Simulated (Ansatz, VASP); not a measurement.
# W2Br3 in VASP and in Ansatz

File INCAR:

```
SYSTEM = W2Br3
PREC = Accurate
ENCUT = 520
EDIFF = 1E-6
ISMEAR = 0
SIGMA = 0.1
LREAL = .FALSE.
LASPH = .TRUE.
NELM = 60
ALGO = Normal
ISIF = 2
LWAVE = .FALSE.
LCHARG = .FALSE.
GGA = PE
NBANDS = 32
```

KPOINTS

```
Automatic mesh
0
G
  4 4 4
  0 0 0
```

POSCAR

```
W2Br3
1.0
    5.3530912400      0.0000000000      0.0000000000
    0.0000000000      5.3530912400      0.0000000000
    0.0000000000      0.0000000000      5.3530912400
W Br
2 3
Direct
    0.5000000000      0.5000000000      0.5000000000
    0.0000000000      0.0000000000      0.0000000000
    0.5000000000      0.0000000000      0.0000000000
    0.0000000000      0.5000000000      0.0000000000
    0.0000000000      0.0000000000      0.5000000000
```

Input for Ansatz:

```yaml
crystal:
  lattice:
    - [5.35309124, 0.0, 0.0]
    - [0.0, 5.35309124, 0.0]
    - [0.0, 0.0, 5.35309124]
  atoms:
    - { symbol: W, position: [0.5, 0.5, 0.5] }
    - { symbol: W, position: [0.0, 0.0, 0.0] }
    - { symbol: Br, position: [0.5, 0.0, 0.0] }
    - { symbol: Br, position: [0.0, 0.5, 0.0] }
    - { symbol: Br, position: [0.0, 0.0, 0.5] }
basis:
  ecutwfc: 420
kpoints:
  mp_grid: { grid: [4, 4, 4] }
hamiltonian:
  xc: pbe
scf:
  occupations: { method: gaussian, width: 0.1 }
  lower_state_search: "off"
output:
  forces: true
  stress: true
  eigenvalues: true
```

Alike in both runs: task single point; functional PBE; k mesh 4 × 4 × 4; occupations gaussian, width 0.1 eV; no spin polarisation.

|  | VASP | Ansatz |
| --- | --- | --- |
| version | VASP 6.6.1 | Ansatz 0.2.0 |
| potentials or method | VASP PAW PBE potentials, release 64 (W_sv, Br), cutoff 520 eV | scalar-relativistic, plane waves, PAW |
| valence electrons in the cell | 49 | 49 |

VASP gave:

| Quantity | Value |
| --- | --- |
| gap on the k mesh at the Fermi level (eV) | none |
| pressure (GPa) | -6.9 |

**Question.** What did Ansatz give for the same quantities?

**Answer.** gap on the k mesh at the Fermi level (eV): none; pressure (GPa): -7.0.

A gap of «none» marks a metal or a gap that the smearing closes.

Spin-orbit coupling is off throughout.
